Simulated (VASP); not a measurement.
# Al (I4/mmm) in VASP: notebook, part 2 of 2

VASP 6.6.1. Earlier steps stand in the parts before.

### Step 5. Single point, LDA (strain +0.050 along x and y, +0.025 along z)

The input, INCAR:

```
SYSTEM = Al
PREC = Accurate
ENCUT = 520
EDIFF = 1E-6
ISMEAR = 0
SIGMA = 0.15
LREAL = .FALSE.
LASPH = .TRUE.
NELM = 60
ALGO = Normal
ISIF = 2
LWAVE = .FALSE.
LCHARG = .FALSE.
NBANDS = 8
```

The input, KPOINTS:

```
Automatic mesh
0
G
  20 20 20
  0 0 0
```

The input, POSCAR:

```
Al
1.0
    0.0000000000      2.1251790000      2.0745795000
    2.1251790000      0.0000000000      2.0745795000
    2.1251790000      2.1251790000      0.0000000000
Al
1
Direct
    0.0000000000      0.0000000000      0.0000000000
```

Potentials or basis: VASP PAW LDA potentials, release 64 (Al).

Started as:

```
$ cat potpaw_LDA.64/Al/POTCAR > POTCAR
$ mpirun -np 1 vasp_std > vasp.out
```

OUTCAR:

```text
SYSTEM = Al
   PREC = Accurate
   ENCUT = 520
   EDIFF = 1E-6
   ISMEAR = 0
   LREAL = .FALSE.
   LASPH = .TRUE.
   NELM = 60
   ISIF = 2

 ion  position               nearest neighbor table
   1  0.000  0.000  0.000-

  LATTYP: Found a body centered tetragonal cell.
 ALAT       =     3.0054569643
 C/A-ratio  =     1.3805418109

  Lattice vectors:

 A1 = (   0.0000000000,  -2.1251790000,  -2.0745795000)
 A2 = (   0.0000000000,   2.1251790000,  -2.0745795000)
 A3 = (   2.1251790000,   0.0000000000,   2.0745795000)

Analysis of symmetry for initial positions (statically):
=====================================================================
 Subroutine PRICEL returns:
 Original cell was already a primitive cell.

 Routine SETGRP: Setting up the symmetry group for a
 body centered tetragonal supercell.

 Subroutine GETGRP returns: Found 16 space group operations
 (whereof 16 operations were pure point group operations)
 out of a pool of 16 trial point group operations.

The static configuration has the point symmetry D_4h.

Analysis of symmetry for dynamics (positions and initial velocities):
=====================================================================
 Subroutine PRICEL returns:
 Original cell was already a primitive cell.

 Routine SETGRP: Setting up the symmetry group for a
 body centered tetragonal supercell.

 Subroutine GETGRP returns: Found 16 space group operations
 (whereof 16 operations were pure point group operations)
 out of a pool of 16 trial point group operations.

The dynamic configuration has the point symmetry D_4h.

 Subroutine INISYM returns: Found 16 space group operations
 (whereof 16 operations are pure point group operations),
 and found     1 'primitive' translations

----------------------------------------------------------------------------------------

                                     Primitive cell

  volume of cell :      18.7392

  direct lattice vectors                    reciprocal lattice vectors
     0.000000000  2.125179000  2.074579500    -0.235274299  0.235274299  0.241012697
     2.125179000  0.000000000  2.074579500     0.235274299 -0.235274299  0.241012697
     2.125179000  2.125179000  0.000000000     0.235274299  0.235274299 -0.241012697

  length of vectors
     2.969893245  2.969893245  3.005456964     0.410846823  0.410846823  0.410846823

  position of ions in fractional coordinates (direct lattice)
     0.000000000  0.000000000  0.000000000

  ion indices of the primitive-cell ions
   primitive index   ion index
                 1           1

----------------------------------------------------------------------------------------

 KPOINTS: Automatic mesh

Automatic generation of k-mesh.
 Grid dimensions read from file:
 generate k-points for:   20   20   20

 Generating k-lattice:

  Cartesian coordinates                     Fractional coordinates (reciprocal lattice)
    -0.011763715  0.011763715  0.012050635     0.050000000 -0.000000000  0.000000000
     0.011763715 -0.011763715  0.012050635    -0.000000000  0.050000000  0.000000000
     0.011763715  0.011763715 -0.012050635     0.000000000  0.000000000  0.050000000

  Length of vectors
     0.020542341  0.020542341  0.020542341

  Shift w.r.t. Gamma in fractional coordinates (k-lattice)
     0.000000000  0.000000000  0.000000000

 Subroutine IBZKPT returns following result:
 ===========================================

 Found    641 irreducible k-points:

 Following reciprocal coordinates:
            Coordinates               Weight
  0.000000  0.000000  0.000000      1.000000
  0.050000 -0.000000  0.000000      8.000000
  0.100000 -0.000000  0.000000      8.000000
  0.150000 -0.000000  0.000000      8.000000
  0.200000 -0.000000  0.000000      8.000000
  0.250000 -0.000000  0.000000      8.000000
[... 16 lines left out ...]
 -0.400000  0.050000  0.000000      8.000000
 -0.350000  0.050000  0.000000      8.000000
 [... further k-points ...]
   k-points           NKPTS =    641   k-points in BZ     NKDIM =    641   number of bands    NBANDS=      8
   number of dos      NEDOS =    301   number of ions     NIONS =      1
   total plane-waves  NPLWV =  13824
   dimension x,y,z NGX =    24 NGY =   24 NGZ =   24
   dimension x,y,z NGXF=    48 NGYF=   48 NGZF=   48
   ions per type =               1
   NGX,Y,Z   is equivalent  to a cutoff of  13.43, 13.43, 13.28 a.u.
   NGXF,Y,Z  is equivalent  to a cutoff of  26.87, 26.87, 26.55 a.u.
 SYSTEM =  Al
   PREC   = accura    normal or accurate (medium, high low for compatibility)
   ISTART =      0    job   : 0-new  1-cont  2-samecut
   ICHARG =      2    charge: 1-file 2-atom 10-const
   ISPIN  =      1    spin polarized calculation?
   LNONCOLLINEAR =      F non collinear calculations
   LSORBIT =      F    spin-orbit coupling
   LASPH  =      T    aspherical Exc in radial PAW
   ENCUT  =  520.0 eV  38.22 Ry    6.18 a.u.   5.52  5.52  5.59*2*pi/ulx,y,z
   NELM   =     60;   NELMIN=  2; NELMDL= -5     # of ELM steps
   EDIFF  = 0.1E-05   stopping-criterion for ELM
   LREAL  =      F    real-space projection
   EDIFFG = 0.1E-04   stopping-criterion for IOM
   NSW    =      0    number of steps for IOM
   IBRION =     -1    ionic relax: 0-MD 1-quasi-New 2-CG
   NFREE  =      0    steps in history (QN), initial steepest desc. (CG)
   ISIF   =      2    stress and relaxation
   ISYM   =      2    0-nonsym 1-usesym 2-fastsym
   POTIM  = 0.5000    time-step for ionic-motion
   TEBEG  =    0.0;   TEEND  =   0.0 temperature during run
   PSTRESS=    0.0 pullay stress
   NELECT =       3.0000    total number of electrons
   NUPDOWN=      -1.0000    fix difference up-down
   EMIN   =  10.00;   EMAX   =-10.00  energy-range for DOS
   EFERMI =   0.00;   METHOD = LEGACY
   ISMEAR =     0;   SIGMA  =   0.15  broadening in eV -4-tet -1-fermi 0-gaus
   EFERMI_NEDOS =   21; number of points for ismear=-14 and -15
   IALGO  =     38    algorithm
   IMIX   =      4    mixing-type and parameters
     AMIX     =   0.40;   BMIX     =  1.00
     AMIX_MAG =   1.60;   BMIX_MAG =  1.00
  volume/ion in A,a.u.               =      18.74       126.46
  Fermi-wavevector in a.u.,A,eV,Ry     =   0.888925  1.679824 10.751144  0.790187
  Thomas-Fermi vector in A             =   2.010418
   LORBIT       =      0    0 simple, 1 ext, 2 COOP (PROOUT), +10 PAW based schemes
   GGA     = CA    functional components
   LHFCALC =     F    Hartree Fock is set to
   AEXX    =    0.0000 exact exchange contribution
   IVDW    =     0    specifies the selected vdW correction
   LEPSILON=     F    determine dielectric tensor
   LRPA    =     F    only Hartree local field effects (RPA)
 non-spin polarized calculation
 Gauss-broadening in eV      SIGMA  =   0.15
  energy-cutoff  :      520.00
  volume of cell :       18.74
 maximum number of plane-waves:       533
 NGX is ok and might be reduce to    24
   NGX = 11   NGY = 11   NGZ = 11

 number of electron       3.0000000 magnetization

 Free energy of the ion-electron system (eV)
  ---------------------------------------------------
  ext. energy  EPLUGINS =         0.00000000
  ---------------------------------------------------
  free energy    TOTEN  =        -4.09154307 eV

  energy without entropy =       -4.08709090  energy(sigma->0) =       -4.08931699

 E-fermi :   6.5556     XC(G=0):  -9.8814

 val. band max:        6.5395025753   @ k =   0.4500   0.2000   0.0500
 cond. band min:       6.5630320397   @ k =  -0.2500   0.2500   0.1500
 fundamental gap:      0.0235294644
 Fermi energy:         6.5556315957

 k-point     1 :       0.0000    0.0000    0.0000
  band No.  band energies     occupation
      1      -3.7201      2.00000
      2      18.3673      0.00000
      3      18.3673      0.00000
      4      18.6087      0.00000
      5      18.8103      0.00000
      6      18.8688      0.00000
      7      18.8688      0.00000
      8      22.2620      0.00000
[... 243 lines left out ...]
 k-point    24 :      -0.3500    0.0500    0.0000
  band No.  band energies     occupation
      1      -0.3696      2.00000
      2       6.0583      2.00000
      3      15.2698      0.00000
      4      16.6343      0.00000
      5      17.6535      0.00000
      6      18.6534      0.00000
      7      20.0706      0.00000
      8      23.1940      0.00000

 [... further k-points ...]

------------------------ aborting loop because EDIFF is reached ----------------------------------------

  FORCE on cell =-STRESS in cart. coord.  units (eV):
  Direction    XX          YY          ZZ          XY          YZ          ZX
  --------------------------------------------------------------------------------------
  -------------------------------------------------------------------------------------
  Total       -1.1241645     -1.1241645     -1.0857646      0.0000000     -0.0000000     -0.0000000
  in kB      -96.1145907    -96.1145907    -92.8314546      0.0000000     -0.0000000     -0.0000000
  external PRESSURE =     -95.0202120 kB  Pullay stress =       0.0000000 kB

 VOLUME and BASIS-vectors are now :
 -----------------------------------------------------------------------------
  energy-cutoff  :      520.00
  volume of cell :       18.74
      direct lattice vectors                 reciprocal lattice vectors
     0.000000000  2.125179000  2.074579500    -0.235274299  0.235274299  0.241012697
     2.125179000  0.000000000  2.074579500     0.235274299 -0.235274299  0.241012697
     2.125179000  2.125179000  0.000000000     0.235274299  0.235274299 -0.241012697

 POSITION                                       TOTAL-FORCE (eV/Angst)
 -----------------------------------------------------------------------------------
      0.00000      0.00000      0.00000         0.000000      0.000000      0.000000
 -----------------------------------------------------------------------------------
    total drift:                                0.000000      0.000000      0.000000

  FREE ENERGIE OF THE ION-ELECTRON SYSTEM (eV)
  ---------------------------------------------------
  free  energy   TOTEN  =        -4.0915430711 eV

  energy  without entropy=       -4.0870909008  energy(sigma->0) =       -4.08931699
```

stdout:

```text
POSCAR found type information on POSCAR Al
 POSCAR found :  1 types and       1 ions
 scaLAPACK will be used
 LDA part: xc-table for (Slater(with rela. corr.)+CA(PZ))
 , standard interpolation
 POSCAR, INCAR and KPOINTS ok, starting setup
 FFT: planning ... GRIDC
 FFT: planning ... GRID_SOFT
 FFT: planning ... GRID
 WAVECAR not read
 entering main loop
```

It took 50 s on 1 thread of Intel Xeon 8259CL, shared host; peak memory 0.19 GiB.

What came out:

```
Free energy            : -4.0915 eV
Pressure               : -9.5 GPa
Band gap on the k mesh : zero (an odd number of electrons rules out a gap without spin polarisation)
```

Levels at points of the mesh, in eV from the Fermi level:
```tsv
k point	band 1	band 2	band 3	band 4	band 5	band 6
(0.00, 0.00, 0.00)	-10.28	11.81	11.81	12.05	12.25	12.31
(0.50, 0.00, 0.00)	-4.26	-4.07	9.69	10.18	10.62	11.08
(0.50, 0.50, 0.00)	-2.40	-1.34	4.70	4.70	5.09	7.58
(0.50, 0.00, 0.50)	-2.71	-1.81	5.01	5.18	5.34	8.02
```

Caveat: the cell differs from its parent crystal (strain +0.050 along x and y, +0.025 along z); the cell stands under tension.

### Step 6. Summary

| cell | gap on the mesh (eV) | pressure (GPa) |
| --- | --- | --- |
| a = 2.935, b = 2.935, c = 2.862 Å, angles 60.8, 60.8, 58.4°, 1 atom | none | -6.4 |
| a = 2.898, b = 2.898, c = 2.934 Å, angles 59.6, 59.6, 60.8°, 1 atom | none | -6.4 |
| a = 2.970, b = 2.970, c = 2.934 Å, angles 60.4, 60.4, 59.2°, 1 atom | none | -8.6 |
| a = 2.970, b = 2.970, c = 3.005 Å, angles 59.6, 59.6, 60.8°, 1 atom | none | -9.5 |

Alike in all rows: task single point; level LDA; potentials or basis VASP PAW LDA potentials, release 64 (Al); no spin polarisation; k mesh 20 × 20 × 20; cutoff (eV) 520; smearing gaussian 0.15 eV.

Caveats: the cell stands under tension.

Total energies depend on the potentials used, so only differences within one code and one set of settings carry meaning.
